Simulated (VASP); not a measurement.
# Ta2N in VASP: notebook, part 2 of 2

VASP 6.6.1.

## (3) Single point, PBE

This run uses another cell than the first one, of 12.53 Å³/atom, 0.940 times its volume.

INCAR reads:

```
PREC     = Accurate       # precision mode
ENCUT    = 520            # plane-wave cutoff, eV
EDIFF    = 1E-6           # SCF threshold, eV
ISMEAR   = 0              # smearing method
SIGMA    = 0.05           # smearing width, eV
LREAL    = False          # projectors in reciprocal space
LASPH    = True           # aspherical terms in the spheres
NELM     = 80             # most SCF steps
ALGO     = Normal         # electronic algorithm
ISIF     = 2              # what is computed and relaxed
LWAVE    = False          # write WAVECAR
LCHARG   = False          # write CHGCAR
GGA      = PE             # functional
NBANDS   = 50             # bands
```

KPOINTS reads:

```
regular mesh
0
Gamma
  6 6 6
```

POSCAR reads:

```
Ta2N
1.0
    5.1884484054      0.0000000000      0.0000000000
   -2.5942242027      4.4933281253      0.0000000000
    0.0000000000      0.0000000000      4.8383546341
Ta N
6 3
Direct
    0.6663616700      0.6663616700      0.7536182600
    0.0000000000      0.3336383300      0.7536182600
    0.3336383300      0.0000000000      0.7536182600
    0.3336383300      0.3336383300      0.2463817400
    0.0000000000      0.6663616700      0.2463817400
    0.6663616700      0.0000000000      0.2463817400
    0.6666666700      0.3333333300      0.5000000000
    0.3333333300      0.6666666700      0.5000000000
    0.0000000000      0.0000000000      0.0000000000
```

Potentials or basis: VASP PAW PBE potentials, release 64 (Ta_pv, N).

Launch:

```console
$ cat potpaw_PBE.64/Ta_pv/POTCAR potpaw_PBE.64/N/POTCAR > POTCAR
$ mpirun -np 1 vasp_std > vasp.out
```

OUTCAR:

```text
PREC = Accurate
   ENCUT = 520
   EDIFF = 1E-6
   ISMEAR = 0
   LREAL = False
   LASPH = True
   NELM = 80
   ISIF = 2
   GGA = PE

 ion  position               nearest neighbor table
   1  0.666  0.666  0.754-   9 2.10   7 2.12   8 2.12   4 2.94   6 2.95   5 2.95   3 2.99   3 2.99
                             2 2.99   2 2.99   2 3.00   3 3.00   4 3.00   6 3.00   5 3.00
   2  0.000  0.334  0.754-   9 2.10   7 2.12   8 2.12   5 2.94   6 2.95   4 2.95   3 2.99   3 2.99
                             1 2.99   1 2.99   1 3.00   3 3.00   5 3.00   6 3.00   4 3.00
[... 1499 lines left out ...]
  in kB      238.9254650    238.9254650    252.9904367      0.0000000      0.0000000     -0.0000000
  external PRESSURE =     243.6137889 kB  Pullay stress =       0.0000000 kB

 VOLUME and BASIS-vectors are now :
 -----------------------------------------------------------------------------
  energy-cutoff  :      520.00
  volume of cell :      112.80
      direct lattice vectors                 reciprocal lattice vectors
     5.188448405  0.000000000  0.000000000     0.192735847  0.111276093  0.000000000
    -2.594224203  4.493328125  0.000000000     0.000000000  0.222552187  0.000000000
     0.000000000  0.000000000  4.838354634     0.000000000  0.000000000  0.206681832

 POSITION                                       TOTAL-FORCE (eV/Angst)
 -----------------------------------------------------------------------------------
      1.72869      2.99418      3.64627        -0.004474     -0.007750      0.007395
     -0.86553      1.49915      3.64627        -0.004474      0.007750      0.007395
      1.73107      0.00000      3.64627         0.008949     -0.000000      0.007395
      0.86553      1.49915      1.19208         0.004474      0.007750     -0.007395
     -1.72869      2.99418      1.19208         0.004474     -0.007750     -0.007395
      3.45738      0.00000      1.19208        -0.008949      0.000000     -0.007395
      2.59422      1.49778      2.41918        -0.000000      0.000000      0.000000
     -0.00000      2.99555      2.41918        -0.000000     -0.000000      0.000000
      0.00000      0.00000      0.00000        -0.000000      0.000000      0.000000
 -----------------------------------------------------------------------------------
    total drift:                               -0.000000     -0.000000     -0.000000

  FREE ENERGIE OF THE ION-ELECTRON SYSTEM (eV)
  ---------------------------------------------------
  free  energy   TOTEN  =      -103.5528547973 eV

  energy  without entropy=     -103.5493396921  energy(sigma->0) =     -103.55109724
```

OSZICAR:

```text
N       E                     dE             d eps       ncg     rms          rms(c)
DAV:   1     0.858155581207E+03    0.85816E+03   -0.44053E+04  3400   0.172E+03
DAV:   2    -0.503948216610E+02   -0.90855E+03   -0.87681E+03  3694   0.521E+02
DAV:   3    -0.111993042289E+03   -0.61598E+02   -0.60025E+02  4258   0.122E+02
DAV:   4    -0.113503720306E+03   -0.15107E+01   -0.14837E+01  4128   0.183E+01
DAV:   5    -0.113538080140E+03   -0.34360E-01   -0.34298E-01  4320   0.239E+00    0.552E+01
DAV:   6    -0.104194549421E+03    0.93435E+01   -0.51500E+01  4512   0.305E+01    0.264E+01
DAV:   7    -0.103661132188E+03    0.53342E+00   -0.28987E+00  4008   0.817E+00    0.121E+01
DAV:   8    -0.103570453915E+03    0.90678E-01   -0.56917E-01  4056   0.366E+00    0.962E-01
DAV:   9    -0.103553269303E+03    0.17185E-01   -0.10838E-01  4232   0.131E+00    0.409E-01
DAV:  10    -0.103552887419E+03    0.38188E-03   -0.10405E-02  4208   0.555E-01    0.128E-01
DAV:  11    -0.103552858121E+03    0.29298E-04   -0.11164E-03  4128   0.178E-01    0.425E-02
DAV:  12    -0.103552861956E+03   -0.38349E-05   -0.28273E-04  4248   0.702E-02    0.166E-02
DAV:  13    -0.103552857162E+03    0.47940E-05   -0.37020E-05  4072   0.291E-02    0.108E-02
DAV:  14    -0.103552855607E+03    0.15548E-05   -0.74505E-06  3408   0.113E-02    0.398E-03
DAV:  15    -0.103552854797E+03    0.80992E-06   -0.45463E-07  2384   0.371E-03
   1 F= -.10355285E+03 E0= -.10355110E+03  d E =-.351511E-02
```

stdout:

```text
POSCAR found type information on POSCAR TaN
 POSCAR found :  2 types and       9 ions
 scaLAPACK will be used
 LDA part: xc-table for (Slater+PW92), standard interpolation
 POSCAR, INCAR and KPOINTS ok, starting setup
 FFT: planning ... GRIDC
 FFT: planning ... GRID_SOFT
 FFT: planning ... GRID
 WAVECAR not read
 entering main loop
```

Wall time 2.3 min (1 thread of Intel Xeon 6975P-C (Granite Rapids), shared host); peak memory 0.31 GiB.

What came out:

```
Free energy   : -103.5529 eV
Pressure      : 24.4 GPa
Largest force : 0.012 eV/Å
```

Forces on the atoms (eV/Å):
```
Ta  -0.004 -0.008  0.007
Ta  -0.004  0.008  0.007
Ta   0.009  0.000  0.007
Ta   0.004  0.008 -0.007
Ta   0.004 -0.008 -0.007
Ta  -0.009  0.000 -0.007
N    0.000  0.000  0.000
N    0.000  0.000  0.000
N    0.000  0.000  0.000
```

Stress tensor (GPa, compression positive):
```
23.89  0.00  0.00
 0.00 23.89  0.00
 0.00  0.00 25.30
```

Caveat: spin-orbit coupling is left out, which moves the levels of the heavy elements.

## (4) Single point, PBE

INCAR reads:

```
PREC = Accurate
ENCUT = 520
EDIFF = 1E-6
ISMEAR = 0
SIGMA = 0.05
LREAL = F
LASPH = T
NELM = 100
ALGO = Normal
ISIF = 2
LWAVE = F
LCHARG = F
GGA = PE
NBANDS = 50
```

KPOINTS reads:

```
Automatic mesh
0
Gamma
  6 6 6
```

Edit POSCAR of step 3 so:

```diff
@@ -2,5 +2,5 @@
 1.0
-    5.1884484054      0.0000000000      0.0000000000
-   -2.5942242027      4.4933281253      0.0000000000
-    0.0000000000      0.0000000000      4.8383546341
+    5.2965720514      0.0000000000      0.0000000000
+   -2.6482860257      4.5869659495      0.0000000000
+    0.0000000000      0.0000000000      4.9391825701
 Ta N
```

Launch:

```console
$ cat potpaw_PBE.64/Ta_pv/POTCAR potpaw_PBE.64/N/POTCAR > POTCAR
$ mpirun -np 1 vasp_std > vasp.out
```

Run time: 2.3 min. Hardware: 1 thread of Intel Xeon 6975P-C (Granite Rapids), shared host; peak memory 0.32 GiB.

The run converged. Its results:

```yaml
Free_energy: -104.1533 eV
Pressure: 3.3 GPa
Largest_force: 0.073 eV/Å
```

Forces in eV/Å, atoms in the order of the input:
```
Ta   0.007  0.013 -0.071
Ta   0.007 -0.013 -0.071
Ta  -0.015  0.000 -0.071
Ta  -0.007 -0.013  0.071
Ta  -0.007  0.013  0.071
Ta   0.015  0.000  0.071
N    0.000  0.000  0.000
N    0.000  0.000  0.000
N    0.000  0.000  0.000
```

Stress tensor (GPa, compression positive):
```
2.99 0.00 0.00
0.00 2.99 0.00
0.00 0.00 3.85
```

Levels at points of the mesh, in eV from the Fermi level:
| k point | band 37 | band 38 | band 39 | band 40 | band 41 | band 42 | band 43 | band 44 | band 45 | band 46 |
| --- | --- | --- | --- | --- | --- | --- | --- | --- | --- | --- |
| (0.00, 0.00, 0.00) | -1.62 | -0.75 | -0.45 | -0.45 | -0.33 | -0.06 | -0.06 | 0.75 | 0.75 | 1.76 |
| (0.50, 0.00, 0.00) | -2.07 | -1.94 | -1.38 | 0.40 | 0.61 | 0.99 | 1.03 | 1.84 | 2.29 | 2.43 |
| (0.00, 0.00, 0.50) | -1.71 | -1.71 | -1.36 | -1.36 | -0.89 | 0.68 | 0.68 | 0.90 | 2.08 | 2.08 |
| (0.50, 0.00, 0.50) | -2.11 | -1.22 | -1.17 | -0.73 | -0.08 | 0.18 | 0.20 | 0.66 | 1.02 | 2.69 |

Caveat: spin-orbit coupling is left out, which moves the levels of the heavy elements.

## (5) Single point, PBE

INCAR reads:

```
SYSTEM = Ta2N
  PREC = Accurate
  ENCUT = 520
  EDIFF = 1E-6
  ISMEAR = 0
  SIGMA = 0.05
  LREAL = .FALSE.
  LASPH = .TRUE.
  NELM = 80
  ALGO = Normal
  ISIF = 2
  LWAVE = .FALSE.
  LCHARG = .TRUE.
  GGA = PE
  LELF = .TRUE.
  LVHAR = .TRUE.
  NBANDS = 50
```

KPOINTS reads:

```
Automatic mesh
0
G
  6 6 6
  0 0 0
```

POSCAR is that of step 4.

Potentials or basis: VASP PAW PBE potentials, release 64 (Ta_pv, N).

Launch:

```console
$ cat potpaw_PBE.64/Ta_pv/POTCAR potpaw_PBE.64/N/POTCAR > POTCAR
$ mpirun -np 1 vasp_std > vasp.out
```

OUTCAR:

```text
SYSTEM = Ta2N
   PREC = Accurate
   ENCUT = 520
   EDIFF = 1E-6
   ISMEAR = 0
   LREAL = .FALSE.
   LASPH = .TRUE.
   NELM = 80
   ISIF = 2
   GGA = PE

 ion  position               nearest neighbor table
   1  0.666  0.666  0.754-   9 2.15   8 2.16   7 2.16   4 3.00   5 3.01   6 3.01   2 3.06   2 3.06
                             3 3.06   3 3.06   3 3.06   2 3.06   4 3.06   5 3.07   6 3.07
   2  0.000  0.334  0.754-   9 2.15   7 2.16   8 2.16   5 3.00   4 3.01   6 3.01   1 3.06   1 3.06
                             3 3.06   3 3.06   3 3.06   1 3.06   5 3.06   4 3.07   6 3.07
   3  0.334  0.000  0.754-   9 2.15   8 2.16   7 2.16   6 3.00   4 3.01   5 3.01   2 3.06   1 3.06
                             1 3.06   2 3.06   2 3.06   1 3.06   6 3.06   5 3.07   4 3.07
   4  0.334  0.334  0.246-   9 2.15   7 2.16   8 2.16   1 3.00   2 3.01   3 3.01   5 3.06   5 3.06
                             6 3.06   6 3.06   6 3.06   5 3.06   1 3.06   2 3.07   3 3.07
   5  0.000  0.666  0.246-   9 2.15   8 2.16   7 2.16   2 3.00   1 3.01   3 3.01   4 3.06   4 3.06
                             6 3.06   6 3.06   6 3.06   4 3.06   2 3.06   1 3.07   3 3.07
   6  0.666  0.000  0.246-   9 2.15   7 2.16   8 2.16   3 3.00   1 3.01   2 3.01   4 3.06   5 3.06
                             4 3.06   5 3.06   5 3.06   4 3.06   3 3.06   2 3.07   1 3.07
   7  0.667  0.333  0.500-   2 2.16   6 2.16   5 2.16   3 2.16   4 2.16   1 2.16
   8  0.333  0.667  0.500-   5 2.16   3 2.16   2 2.16   6 2.16   1 2.16   4 2.16
   9  0.000  0.000  0.000-   3 2.15   6 2.15   1 2.15   4 2.15   5 2.15   2 2.15

  LATTYP: Found a hexagonal cell.
 ALAT       =     5.2965720514
 C/A-ratio  =     0.9325243803

  Lattice vectors:

 A1 = (   5.2965720514,   0.0000000000,   0.0000000000)
 A2 = (  -2.6482860257,   4.5869659495,   0.0000000000)
 A3 = (   0.0000000000,   0.0000000000,   4.9391825701)

Analysis of symmetry for initial positions (statically):
=====================================================================
 Subroutine PRICEL returns:
 Original cell was already a primitive cell.

 Routine SETGRP: Setting up the symmetry group for a
 hexagonal supercell.

 Subroutine GETGRP returns: Found 12 space group operations
[... 161 lines left out ...]
   LRPA    =     F    only Hartree local field effects (RPA)
 non-spin polarized calculation
 Gauss-broadening in eV      SIGMA  =   0.05
  energy-cutoff  :      520.00
  volume of cell :      120.00
 maximum number of plane-waves:      3264
   NGX = 19   NGY = 19   NGZ = 19

 number of electron      81.0000001 magnetization

 Free energy of the ion-electron system (eV)
  ---------------------------------------------------
  ext. energy  EPLUGINS =         0.00000000
  ---------------------------------------------------
  free energy    TOTEN  =      -104.15333143 eV

  energy without entropy =     -104.14925358  energy(sigma->0) =     -104.15129251

 E-fermi :   7.4531     XC(G=0): -12.9553

 val. band max:        7.4342221921   @ k =   0.1667   0.1667   0.0000
 cond. band min:       7.4595846571   @ k =   0.5000  -0.0000   0.3333
 fundamental gap:      0.0253624650
 Fermi energy:         7.4531076999

 k-point     1 :       0.0000    0.0000    0.0000
  band No.  band energies     occupation
      1     -28.2443      2.00000
      2     -27.8763      2.00000
      3     -27.7159      2.00000
      4     -27.7159      2.00000
      5     -27.6903      2.00000
      6     -27.6903      2.00000
[... 1261 lines left out ...]
     49      10.4642      0.00000
     50      10.6711      0.00000

 [... further k-points ...]

------------------------ aborting loop because EDIFF is reached ----------------------------------------

  FORCE on cell =-STRESS in cart. coord.  units (eV):
  Direction    XX          YY          ZZ          XY          YZ          ZX
  --------------------------------------------------------------------------------------
  -------------------------------------------------------------------------------------
  Total        2.2391001      2.2391001      2.8849813      0.0000000     -0.0000000      0.0000000
  in kB       29.8956925     29.8956925     38.5192750      0.0000000     -0.0000000      0.0000000
  external PRESSURE =      32.7702200 kB  Pullay stress =       0.0000000 kB

 VOLUME and BASIS-vectors are now :
 -----------------------------------------------------------------------------
  energy-cutoff  :      520.00
  volume of cell :      120.00
      direct lattice vectors                 reciprocal lattice vectors
     5.296572051  0.000000000  0.000000000     0.188801359  0.109004515  0.000000000
    -2.648286026  4.586965949  0.000000000     0.000000000  0.218009031  0.000000000
     0.000000000  0.000000000  4.939182570     0.000000000  0.000000000  0.202462652

 POSITION                                       TOTAL-FORCE (eV/Angst)
 -----------------------------------------------------------------------------------
      1.76472      3.05658      3.72226         0.007400      0.012817     -0.071245
     -0.88357      1.53039      3.72226         0.007400     -0.012817     -0.071245
      1.76714      0.00000      3.72226        -0.014800     -0.000000     -0.071245
      0.88357      1.53039      1.21692        -0.007400     -0.012817      0.071245
     -1.76472      3.05658      1.21692        -0.007400      0.012817      0.071245
      3.52943      0.00000      1.21692         0.014800     -0.000000      0.071245
      2.64829      1.52899      2.46959         0.000000     -0.000000     -0.000000
     -0.00000      3.05798      2.46959        -0.000000     -0.000000     -0.000000
      0.00000      0.00000      0.00000        -0.000000     -0.000000     -0.000000
 -----------------------------------------------------------------------------------
    total drift:                               -0.000000     -0.000000     -0.000000

  FREE ENERGIE OF THE ION-ELECTRON SYSTEM (eV)
  ---------------------------------------------------
  free  energy   TOTEN  =      -104.1533314280 eV

  energy  without entropy=     -104.1492535850  energy(sigma->0) =     -104.15129251
```

It took 2.6 min on 1 thread of Intel Xeon 6975P-C (Granite Rapids), shared host; peak memory 0.32 GiB.

What came out:

```yaml
Free_energy: -104.1533 eV
Pressure: 3.3 GPa
Largest_force: 0.073 eV/Å
```

Forces in eV/Å, atoms in the order of the input:
```
Ta   0.007  0.013 -0.071
Ta   0.007 -0.013 -0.071
Ta  -0.015  0.000 -0.071
Ta  -0.007 -0.013  0.071
Ta  -0.007  0.013  0.071
Ta   0.015  0.000  0.071
N    0.000  0.000  0.000
N    0.000  0.000  0.000
N    0.000  0.000  0.000
```

Stress tensor (GPa, compression positive):
```
2.99 0.00 0.00
0.00 2.99 0.00
0.00 0.00 3.85
```

Caveat: spin-orbit coupling is left out, which moves the levels of the heavy elements.

## (6) Single point, PBE

INCAR reads:

```
SYSTEM = Ta2N
PREC = Accurate ; ENCUT = 520
EDIFF = 1E-6 ; ISMEAR = 0
SIGMA = 0.05 ; LREAL = .False.
LASPH = .True. ; NELM = 80
ALGO = Normal ; ISIF = 2
LWAVE = .False. ; LCHARG = .False.
GGA = PE ; NBANDS = 50
NELECT = 80.5
```

KPOINTS reads:

```
regular mesh
0
Gamma
  6 6 6
  0 0 0
```

POSCAR is that of step 5.

Potentials or basis: VASP PAW PBE potentials, release 64 (Ta_pv, N).

Launch:

```console
$ cat potpaw_PBE.64/Ta_pv/POTCAR potpaw_PBE.64/N/POTCAR > POTCAR
$ mpirun -np 1 vasp_std > vasp.out
```

It took 2.7 min on 1 thread of Intel Xeon 6975P-C (Granite Rapids), shared host; peak memory 0.32 GiB.

It converged, with:

```
Free energy   : -107.8452 eV
Largest force : 0.095 eV/Å
```

Forces in eV/Å, atoms in the order of the input:
```
Ta  -0.047 -0.081 -0.019
Ta  -0.047  0.081 -0.019
Ta   0.093  0.000 -0.019
Ta   0.047  0.081  0.019
Ta   0.047 -0.081  0.019
Ta  -0.093  0.000  0.019
N    0.000  0.000  0.000
N    0.000  0.000  0.000
N    0.000  0.000  0.000
```

Levels at points of the mesh, in eV from the Fermi level:
| k point | band 37 | band 38 | band 39 | band 40 | band 41 | band 42 | band 43 | band 44 | band 45 | band 46 |
| --- | --- | --- | --- | --- | --- | --- | --- | --- | --- | --- |
| (0.00, 0.00, 0.00) | -1.45 | -0.60 | -0.31 | -0.31 | -0.17 | 0.08 | 0.08 | 0.89 | 0.89 | 1.91 |
| (0.50, 0.00, 0.00) | -1.92 | -1.79 | -1.23 | 0.55 | 0.76 | 1.13 | 1.17 | 1.98 | 2.43 | 2.57 |
| (0.00, 0.00, 0.50) | -1.55 | -1.55 | -1.20 | -1.20 | -0.74 | 0.83 | 0.83 | 1.04 | 2.22 | 2.22 |
| (0.50, 0.00, 0.50) | -1.95 | -1.07 | -1.02 | -0.57 | 0.07 | 0.33 | 0.35 | 0.80 | 1.16 | 2.83 |

Caveat: the cell carries a net charge on a neutralising background, which shifts energy and pressure; the cell is charged against a uniform background, so pressure and absolute levels hang on convention; spin-orbit coupling is left out, which moves the levels of the heavy elements.
